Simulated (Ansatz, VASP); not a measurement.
## Sn: VASP beside Ansatz

```
Sn
1.0
    -1.86625    1.86625    1.86625
     1.86625   -1.86625    1.86625
     1.86625    1.86625   -1.86625
Sn
1
Direct
  0.00000 0.00000 0.00000
```

Alike in both runs: functional PBEsol; k mesh 12 × 12 × 12; no spin polarisation.

Ansatz relaxed the structure, and its values are those at the end. VASP's run is a single point on that final structure, the one shown.

|  | VASP | Ansatz |
| --- | --- | --- |
| version | VASP 6.6.1 | Ansatz 0.2.0 |
| potentials or method | VASP PAW PBE potentials, release 64 (Sn_d) | plane waves, PAW |
| plane-wave cutoff (eV) | 520 | 420 |
| occupations | methfessel-paxton of order 1, width 0.1 eV | cold, width 0.1 eV |
| valence electrons in the cell | 14 | 14 |

|  | VASP | Ansatz | Ansatz less VASP |
| --- | --- | --- | --- |
| pressure (GPa) | 0.0 | 0.0 | -0.05 |

VASP's potentials were made for PBE, not for PBEsol.
